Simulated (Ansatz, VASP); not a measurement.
## Two plane-wave programs on Ta

INCAR

```
SYSTEM = Ta
  PREC = Accurate
  ENCUT = 520
  EDIFF = 1E-6
  ISMEAR = 0
  SIGMA = 0.15
  LREAL = .False.
  LASPH = .True.
  NELM = 60
  ALGO = Fast
  ISIF = 2
  LWAVE = .False.
  LCHARG = .True.
  GGA = PS
  LELF = .True.
  LVHAR = .True.
  NBANDS = 54
```

File KPOINTS:

```
Automatic mesh
0
Gamma
  12 12 6
  0 0 0
```

File POSCAR:

```
Ta
1.0
    5.0698631427      0.0000000000      0.0000000000
   -2.5349315714      4.2184486959      0.0000000000
    0.0000000000      0.0000000000      8.3683696052
Ta
8
Direct
    0.0000000000      0.3231711699      0.0000000000
    0.3231711699      0.0000000000      0.0000000000
    0.6768288301      0.6768288301      0.0000000000
    0.0000000000      0.6768288301      0.5000000000
    0.6768288301      0.0000000000      0.5000000000
    0.3231711699      0.3231711699      0.5000000000
    0.6666666667      0.3333333333      0.7500000000
    0.3333333333      0.6666666667      0.2500000000
```

Input for Ansatz:

```yaml
crystal:
  lattice:
    - [5.0698631427, 0.0, 0.0]
    - [-2.5349315714, 4.2184486959, 0.0]
    - [0.0, 0.0, 8.3683696052]
  atoms:
    - { symbol: Ta, position: [0.0, 0.3231711699, 0.0] }
    - { symbol: Ta, position: [0.3231711699, 0.0, 0.0] }
    - { symbol: Ta, position: [0.6768288301, 0.6768288301, 0.0] }
    - { symbol: Ta, position: [0.0, 0.6768288301, 0.5] }
    - { symbol: Ta, position: [0.6768288301, 0.0, 0.5] }
    - { symbol: Ta, position: [0.3231711699, 0.3231711699, 0.5] }
    - { symbol: Ta, position: [0.6666666667, 0.3333333333, 0.75] }
    - { symbol: Ta, position: [0.3333333333, 0.6666666667, 0.25] }
basis:
  ecutwfc: 420
kpoints:
  mp_grid: { grid: [12, 12, 6] }
hamiltonian:
  xc: pbesol
scf:
  occupations: { method: gaussian, width: 0.15 }
output:
  forces: true
  stress: true
  eigenvalues: true
```

Change from the starting cell: strain +0.0200 x Voigt [1, -1, 0, 0, 0, 0], atoms carried along.

Alike in both runs: task single point; functional PBEsol; k mesh 12 × 12 × 6; occupations gaussian, width 0.15 eV; no spin polarisation.

|  | VASP | Ansatz |
| --- | --- | --- |
| version | VASP 6.6.1 | Ansatz 0.2.0 |
| potentials or method | VASP PAW PBE potentials, release 64 (Ta_pv), cutoff 520 eV | scalar-relativistic, plane waves, PAW |
| valence electrons in the cell | 88 | 104 |

Ansatz gave:

```
gap on the k mesh at the Fermi level (eV)                     : none
pressure (GPa)                                                : 0.1
traceless stress, the component that is largest in VASP (GPa) : -0.77
rms of the force components (eV/Å)                            : 0.055
```

Task: Estimate VASP's values.

Result: gap on the k mesh at the Fermi level (eV): none; pressure (GPa): 0.2; traceless stress, the component that is largest in VASP (GPa): -0.81; rms of the force components (eV/Å): 0.056.

VASP's potentials were made for PBE, not for PBEsol. Atom by atom the forces differ by 0.001 eV/Å (rms over components). A gap of «none» marks a metal or a gap that the smearing closes. VASP's potentials hold 88 valence electrons a cell and Ansatz's 104, so a difference there can come from the potentials and not from the codes.

Neither program's run includes spin-orbit coupling.
